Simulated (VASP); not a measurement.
# B5Pt (P4/mmm) in VASP: a series of runs

The runs below take B5Pt through single point, relaxation of cell and atoms, with PBE.

All numbers are computed with VASP 6.6.1; they aren't measurements. Logs are shortened: lines on timing, memory, paths and dates and some standing lists are left out, and cuts for length are marked.

## (1) The cell of the first run

It takes space group P4/mmm (No. 123, tetragonal). Conventional cell: a = 2.822 Å, b = 2.822 Å, c = 6.019 Å, α = 90.00°, β = 90.00°, γ = 90.00°. B (site symmetry 4mm) has 9 B at 1.64 to 2.16 Å and 1 Pt at 2.19 Å within 2.2 Å. B (site symmetry 4mm) has 5 B at 1.64 to 2.16 Å within 2.2 Å. B (site symmetry 4/mmm) has 10 B at 1.64 to 2.16 Å within 2.2 Å. Within 2.9 Å of Pt (site symmetry 4/mmm) lie 10 B at 2.19 to 2.42 Å and 4 Pt at 2.82 Å.

## (2) Single point, PBE

Input file INCAR:

```
SYSTEM = B5Pt
ALGO = Normal
EDIFF = 1E-6
ENCUT = 520
GGA = PE
ISIF = 2
ISMEAR = 0
LASPH = .TRUE.
LCHARG = .TRUE.
LELF = .TRUE.
LREAL = .FALSE.
LVHAR = .TRUE.
LWAVE = .FALSE.
NBANDS = 22
NELM = 100
PREC = Accurate
SIGMA = 0.1
```

Input file KPOINTS:

```
k-points
0
G
  8 8 2
  0 0 0
```

Input file POSCAR:

```
B5Pt
1.0
    2.8218373564      0.0000000000      0.0000000000
    0.0000000000      2.8218373564      0.0000000000
    0.0000000000      0.0000000000      6.0192541936
B Pt
5 1
Direct
    0.5000000000      0.5000000000      0.3635187581
    0.5000000000      0.5000000000      0.6364812419
    0.0000000000      0.0000000000      0.2280531807
    0.0000000000      0.0000000000      0.7719468193
    0.0000000000      0.0000000000      0.5000000000
    0.5000000000      0.5000000000      0.0000000000
```

Potentials or basis: VASP PAW PBE potentials, release 64 (B, Pt).

The run is started by

```console
$ cat potpaw_PBE.64/B/POTCAR potpaw_PBE.64/Pt/POTCAR > POTCAR
$ mpirun -np 1 vasp_std > vasp.out
```

OUTCAR:

```text
SYSTEM = B5Pt
   EDIFF = 1E-6
   ENCUT = 520
   GGA = PE
   ISIF = 2
   ISMEAR = 0
   LASPH = .TRUE.
   LREAL = .FALSE.
   NELM = 100
   PREC = Accurate

 ion  position               nearest neighbor table
   1  0.500  0.500  0.364-   2 1.64   3 2.16   3 2.16   3 2.16   3 2.16   5 2.16   5 2.16   5 2.16
                             5 2.16   6 2.19
   2  0.500  0.500  0.636-   1 1.64   4 2.16   4 2.16   4 2.16   4 2.16   5 2.16   5 2.16   5 2.16
                             5 2.16   6 2.19
   3  0.000  0.000  0.228-   5 1.64   1 2.16   1 2.16   1 2.16   1 2.16   6 2.42   6 2.42   6 2.42
                             6 2.42
   4  0.000  0.000  0.772-   5 1.64   2 2.16   2 2.16   2 2.16   2 2.16   6 2.42   6 2.42   6 2.42
                             6 2.42
   5  0.000  0.000  0.500-   3 1.64   4 1.64   1 2.16   2 2.16   1 2.16   2 2.16   1 2.16   2 2.16
                             1 2.16   2 2.16
   6  0.500  0.500  0.000-   1 2.19   2 2.19   3 2.42   4 2.42   3 2.42   4 2.42   3 2.42   4 2.42
                             3 2.42   4 2.42

  LATTYP: Found a simple tetragonal cell.
 ALAT       =     2.8218373564
 C/A-ratio  =     2.1330974941

  Lattice vectors:

 A1 = (   2.8218373564,   0.0000000000,   0.0000000000)
 A2 = (   0.0000000000,   2.8218373564,   0.0000000000)
 A3 = (   0.0000000000,   0.0000000000,   6.0192541936)

Analysis of symmetry for initial positions (statically):
=====================================================================
 Subroutine PRICEL returns:
 Original cell was already a primitive cell.

 Routine SETGRP: Setting up the symmetry group for a
 simple tetragonal supercell.

 Subroutine GETGRP returns: Found 16 space group operations
 (whereof 16 operations were pure point group operations)
 out of a pool of 16 trial point group operations.

The static configuration has the point symmetry D_4h.

Analysis of symmetry for dynamics (positions and initial velocities):
=====================================================================
 Subroutine PRICEL returns:
 Original cell was already a primitive cell.

 Routine SETGRP: Setting up the symmetry group for a
 simple tetragonal supercell.

 Subroutine GETGRP returns: Found 16 space group operations
 (whereof 16 operations were pure point group operations)
 out of a pool of 16 trial point group operations.

The dynamic configuration has the point symmetry D_4h.

 Subroutine INISYM returns: Found 16 space group operations
 (whereof 16 operations are pure point group operations),
 and found     1 'primitive' translations

----------------------------------------------------------------------------------------

                                     Primitive cell

  volume of cell :      47.9299

  direct lattice vectors                    reciprocal lattice vectors
     2.821837356  0.000000000  0.000000000     0.354379035  0.000000000  0.000000000
     0.000000000  2.821837356  0.000000000     0.000000000  0.354379035  0.000000000
     0.000000000  0.000000000  6.019254194     0.000000000  0.000000000  0.166133539

  length of vectors
     2.821837356  2.821837356  6.019254194     0.354379035  0.354379035  0.166133539

  position of ions in fractional coordinates (direct lattice)
     0.500000000  0.500000000  0.363518758
     0.500000000  0.500000000  0.636481242
     0.000000000  0.000000000  0.228053181
     0.000000000  0.000000000  0.771946819
     0.000000000  0.000000000  0.500000000
     0.500000000  0.500000000  0.000000000

  ion indices of the primitive-cell ions
   primitive index   ion index
                 1           1
                 2           2
                 3           3
                 4           4
                 5           5
                 6           6

----------------------------------------------------------------------------------------

 KPOINTS: k-points

Automatic generation of k-mesh.
 Grid dimensions read from file:
 generate k-points for:    8    8    2

 Generating k-lattice:

  Cartesian coordinates                     Fractional coordinates (reciprocal lattice)
     0.044297379  0.000000000  0.000000000     0.125000000  0.000000000  0.000000000
     0.000000000  0.044297379  0.000000000     0.000000000  0.125000000  0.000000000
     0.000000000  0.000000000  0.083066769     0.000000000  0.000000000  0.500000000

  Length of vectors
     0.044297379  0.044297379  0.083066769

  Shift w.r.t. Gamma in fractional coordinates (k-lattice)
     0.000000000  0.000000000  0.000000000

 Subroutine IBZKPT returns following result:
 ===========================================

 Found     30 irreducible k-points:

 Following reciprocal coordinates:
            Coordinates               Weight
  0.000000  0.000000  0.000000      1.000000
  0.125000  0.000000  0.000000      4.000000
  0.250000  0.000000  0.000000      4.000000
  0.375000  0.000000  0.000000      4.000000
  0.500000  0.000000  0.000000      2.000000
  0.125000  0.125000  0.000000      4.000000
[... 16 lines left out ...]
  0.375000  0.125000  0.500000      8.000000
  0.500000  0.125000  0.500000      4.000000
 [... further k-points ...]
   k-points           NKPTS =     30   k-points in BZ     NKDIM =     30   number of bands    NBANDS=     22
   number of dos      NEDOS =    301   number of ions     NIONS =      6
   total plane-waves  NPLWV =  27648
   dimension x,y,z NGX =    24 NGY =   24 NGZ =   48
   dimension x,y,z NGXF=    48 NGYF=   48 NGZF=   96
   ions per type =               5   1
   NGX,Y,Z   is equivalent  to a cutoff of  14.14, 14.14, 13.26 a.u.
   NGXF,Y,Z  is equivalent  to a cutoff of  28.28, 28.28, 26.51 a.u.
 SYSTEM =  B5Pt
   PREC   = accura    normal or accurate (medium, high low for compatibility)
   ISTART =      0    job   : 0-new  1-cont  2-samecut
   ICHARG =      2    charge: 1-file 2-atom 10-const
   ISPIN  =      1    spin polarized calculation?
   LNONCOLLINEAR =      F non collinear calculations
   LSORBIT =      F    spin-orbit coupling
   LASPH  =      T    aspherical Exc in radial PAW
   ENCUT  =  520.0 eV  38.22 Ry    6.18 a.u.   5.25  5.25 11.19*2*pi/ulx,y,z
   NELM   =    100;   NELMIN=  2; NELMDL= -5     # of ELM steps
   EDIFF  = 0.1E-05   stopping-criterion for ELM
   LREAL  =      F    real-space projection
   EDIFFG = 0.1E-04   stopping-criterion for IOM
   NSW    =      0    number of steps for IOM
   IBRION =     -1    ionic relax: 0-MD 1-quasi-New 2-CG
   NFREE  =      0    steps in history (QN), initial steepest desc. (CG)
   ISIF   =      2    stress and relaxation
   ISYM   =      2    0-nonsym 1-usesym 2-fastsym
   POTIM  = 0.5000    time-step for ionic-motion
   TEBEG  =    0.0;   TEEND  =   0.0 temperature during run
   PSTRESS=    0.0 pullay stress
   NELECT =      25.0000    total number of electrons
   NUPDOWN=      -1.0000    fix difference up-down
   EMIN   =  10.00;   EMAX   =-10.00  energy-range for DOS
   EFERMI =   0.00;   METHOD = LEGACY
   ISMEAR =     0;   SIGMA  =   0.10  broadening in eV -4-tet -1-fermi 0-gaus
   EFERMI_NEDOS =   21; number of points for ismear=-14 and -15
   IALGO  =     38    algorithm
   IMIX   =      4    mixing-type and parameters
     AMIX     =   0.40;   BMIX     =  1.00
     AMIX_MAG =   1.60;   BMIX_MAG =  1.00
  volume/ion in A,a.u.               =       7.99        53.91
  Fermi-wavevector in a.u.,A,eV,Ry     =   1.317809  2.490299 23.628174  1.736622
  Thomas-Fermi vector in A             =   2.447824
   LORBIT       =      0    0 simple, 1 ext, 2 COOP (PROOUT), +10 PAW based schemes
   GGA     = PE    functional components
   LHFCALC =     F    Hartree Fock is set to
   AEXX    =    0.0000 exact exchange contribution
   IVDW    =     0    specifies the selected vdW correction
   LEPSILON=     F    determine dielectric tensor
   LRPA    =     F    only Hartree local field effects (RPA)
 non-spin polarized calculation
 Gauss-broadening in eV      SIGMA  =   0.10
  energy-cutoff  :      520.00
  volume of cell :       47.93
 maximum number of plane-waves:      1306
 NGX is ok and might be reduce to    24
   NGX = 11   NGY = 11   NGZ = 23

 number of electron      25.0000001 magnetization

 Free energy of the ion-electron system (eV)
  ---------------------------------------------------
  ext. energy  EPLUGINS =         0.00000000
  ---------------------------------------------------
  free energy    TOTEN  =       -35.18024188 eV

  energy without entropy =      -35.17671653  energy(sigma->0) =      -35.17847920

 E-fermi :  10.1658     XC(G=0): -12.7982

 val. band max:       10.0583363420   @ k =   0.5000   0.3750   0.5000
 cond. band min:      10.2146625110   @ k =   0.1250   0.0000   0.5000
 fundamental gap:      0.1563261690
 Fermi energy:        10.1658058772

 k-point     1 :       0.0000    0.0000    0.0000
  band No.  band energies     occupation
      1      -6.3655      2.00000
      2      -2.6258      2.00000
      3      -1.8049      2.00000
      4       2.3489      2.00000
      5       2.9859      2.00000
      6       4.9914      2.00000
[... 14 lines left out ...]
     21      19.0234      0.00000
     22      19.6639      0.00000

 k-point     2 :       0.1250    0.0000    0.0000
  band No.  band energies     occupation
      1      -6.1170      2.00000
      2      -2.4430      2.00000
      3      -1.4729      2.00000
      4       2.4475      2.00000
      5       3.0854      2.00000
      6       4.4342      2.00000
[... 14 lines left out ...]
     21      18.6565      0.00000
     22      19.1524      0.00000

 k-point     3 :       0.2500    0.0000    0.0000
  band No.  band energies     occupation
      1      -5.3794      2.00000
      2      -1.9190      2.00000
      3      -0.5501      2.00000
      4       1.8454      2.00000
      5       2.8080      2.00000
      6       3.4126      2.00000
[... 14 lines left out ...]
     21      17.9910      0.00000
     22      18.5943      0.00000

 k-point     4 :       0.3750    0.0000    0.0000
  band No.  band energies     occupation
      1      -4.1703      2.00000
      2      -1.1720      2.00000
      3      -0.4536      2.00000
      4       0.7643      2.00000
      5       2.3986      2.00000
      6       3.0418      2.00000
[... 14 lines left out ...]
     21      17.1998      0.00000
     22      17.3265      0.00000

 k-point     5 :       0.5000    0.0000    0.0000
  band No.  band energies     occupation
      1      -2.5204      2.00000
      2      -2.5050      2.00000
      3      -0.6941      2.00000
      4       1.7510      2.00000
      5       1.8333      2.00000
      6       3.1260      2.00000
[... 14 lines left out ...]
     21      17.0394      0.00000
     22      17.7550      0.00000

 k-point     6 :       0.1250    0.1250    0.0000
  band No.  band energies     occupation
      1      -5.8694      2.00000
      2      -2.2594      2.00000
      3      -1.1494      2.00000
      4       2.5380      2.00000
      5       3.2328      2.00000
      6       4.4125      2.00000
[... 14 lines left out ...]
     21      19.1279      0.00000
     22      19.2324      0.00000

 k-point     7 :       0.2500    0.1250    0.0000
  band No.  band energies     occupation
      1      -5.1338      2.00000
      2      -1.7322      2.00000
      3      -0.2603      2.00000
      4       2.0319      2.00000
      5       2.9503      2.00000
      6       3.4569      2.00000
[... 324 lines left out ...]
      6       2.9950      2.00000
[... 14 lines left out ...]
     21      16.7447      0.00000
     22      16.7592      0.00000

 k-point    21 :       0.1250    0.1250    0.5000
  band No.  band energies     occupation
      1      -5.5003      2.00000
      2      -3.8071      2.00000
      3       1.0396      2.00000
      4       2.1455      2.00000
      5       3.3044      2.00000
      6       3.8246      2.00000
[... 14 lines left out ...]
     21      18.3343      0.00000
     22      18.9143      0.00000

 k-point    22 :       0.2500    0.1250    0.5000
  band No.  band energies     occupation
      1      -4.8168      2.00000
      2      -3.0128      2.00000
      3       1.5930      2.00000
      4       1.7563      2.00000
      5       3.0236      2.00000
      6       3.2111      2.00000
[... 14 lines left out ...]
     21      17.4766      0.00000
     22      19.0254      0.00000

 k-point    23 :       0.3750    0.1250    0.5000
  band No.  band energies     occupation
      1      -3.6964      2.00000
      2      -1.7767      2.00000
      3      -0.1966      2.00000
      4       1.5824      2.00000
      5       2.7027      2.00000
      6       2.7031      2.00000
[... 14 lines left out ...]
     21      17.5174      0.00000
     22      18.4085      0.00000

 k-point    24 :       0.5000    0.1250    0.5000
  band No.  band energies     occupation
      1      -2.4387      2.00000
      2      -1.7842      2.00000
      3      -0.2808      2.00000
      4      -0.0910      2.00000
      5       2.5842      2.00000
      6       3.3685      2.00000
[... 14 lines left out ...]
     21      17.2114      0.00000
     22      17.6051      0.00000

 [... further k-points ...]
[... 5 lines left out ...]
  --------------------------------------------------------------------------------------
  -------------------------------------------------------------------------------------
  Total       -0.0417001     -0.0417001     -0.0104166      0.0000000      0.0000000     -0.0000000
  in kB       -1.3939308     -1.3939308     -0.3482006      0.0000000      0.0000000     -0.0000000
  external PRESSURE =      -1.0453541 kB  Pullay stress =       0.0000000 kB

 VOLUME and BASIS-vectors are now :
 -----------------------------------------------------------------------------
  energy-cutoff  :      520.00
  volume of cell :       47.93
      direct lattice vectors                 reciprocal lattice vectors
     2.821837356  0.000000000  0.000000000     0.354379035  0.000000000  0.000000000
     0.000000000  2.821837356  0.000000000     0.000000000  0.354379035  0.000000000
     0.000000000  0.000000000  6.019254194     0.000000000  0.000000000  0.166133539

 POSITION                                       TOTAL-FORCE (eV/Angst)
 -----------------------------------------------------------------------------------
      1.41092      1.41092      2.18811         0.000000     -0.000000     -0.029991
      1.41092      1.41092      3.83114        -0.000000      0.000000      0.029991
      0.00000      0.00000      1.37271         0.000000      0.000000     -0.022031
      0.00000      0.00000      4.64654         0.000000      0.000000      0.022031
      0.00000      0.00000      3.00963        -0.000000     -0.000000     -0.000000
      1.41092      1.41092      0.00000        -0.000000     -0.000000     -0.000000
 -----------------------------------------------------------------------------------
    total drift:                                0.000000     -0.000000     -0.000000

  FREE ENERGIE OF THE ION-ELECTRON SYSTEM (eV)
  ---------------------------------------------------
  free  energy   TOTEN  =       -35.1802418802 eV

  energy  without entropy=      -35.1767165298  energy(sigma->0) =      -35.17847920
```

Run time: 20 s. Hardware: 1 thread of Intel Xeon 6975P-C, shared host; peak memory 0.18 GiB.

Results:

| Item | Value |
| --- | --- |
| Free energy | -35.1802 eV |
| Pressure | -0.1 GPa |
| Largest force | 0.030 eV/Å |

Forces on the atoms (eV/Å):
```
B    0.000  0.000 -0.030
B    0.000  0.000  0.030
B    0.000  0.000 -0.022
B    0.000  0.000  0.022
B    0.000  0.000  0.000
Pt   0.000  0.000  0.000
```

Stress tensor (GPa, compression positive):
```
-0.14  0.00  0.00
 0.00 -0.14  0.00
 0.00  0.00 -0.03
```

Levels at points of the mesh, in eV from the Fermi level:
| k point | band 10 | band 11 | band 12 | band 13 | band 14 | band 15 |
| --- | --- | --- | --- | --- | --- | --- |
| (0.00, 0.00, 0.00) | -3.29 | -3.12 | -1.62 | 1.93 | 1.93 | 2.82 |
| (0.50, 0.00, 0.00) | -4.25 | -1.22 | 0.95 | 0.98 | 2.82 | 3.19 |
| (0.50, 0.50, 0.00) | -3.58 | -1.64 | -1.51 | -1.51 | -1.29 | -1.29 |
| (0.00, 0.00, 0.50) | -2.18 | -2.18 | -0.81 | -0.46 | -0.46 | 2.84 |
| (0.50, 0.00, 0.50) | -4.30 | -1.77 | 0.42 | 1.49 | 2.10 | 2.64 |
| (0.50, 0.50, 0.50) | -5.60 | -5.60 | -1.92 | -1.64 | -0.67 | 0.57 |

Caveat: the k points lie up to 0.52 Å⁻¹ apart; spin-orbit coupling is left out, which moves the levels of the heavy elements.

[end of part 1 of 2]
